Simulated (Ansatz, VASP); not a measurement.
**Ge: VASP beside Ansatz**

```xyz
2
Lattice="0.0000 2.8116 2.8116 2.8116 0.0000 2.8116 2.8116 2.8116 0.0000" Properties=species:S:1:pos:R:3 pbc="T T T"
Ge    2.8116    2.8116    2.8116
Ge    4.2174    4.2174    4.2174
```

Alike in both runs: functional LDA; k mesh 14 × 14 × 14; occupations fermi-dirac, width 0.15 eV; no spin polarisation.

Ansatz relaxed the structure, and its values are those at the end. VASP's run is a single point on that final structure, the one shown.

|  | VASP | Ansatz |
| --- | --- | --- |
| version | VASP 6.6.1 | Ansatz 0.2.0 |
| potentials or method | VASP PAW LDA potentials, release 64 (Ge_d), cutoff 520 eV | scalar-relativistic, plane waves, PAW |
| valence electrons in the cell | 28 | 28 |

|  | VASP | Ansatz | Ansatz less VASP |
| --- | --- | --- | --- |
| pressure (GPa) | 0.2 | 0.0 | -0.25 |

Ansatz warns that its potentials were made for another functional, while VASP's fit it. LDA's correlation is that of Perdew and Zunger in VASP and of Perdew and Wang (1992) in Ansatz.
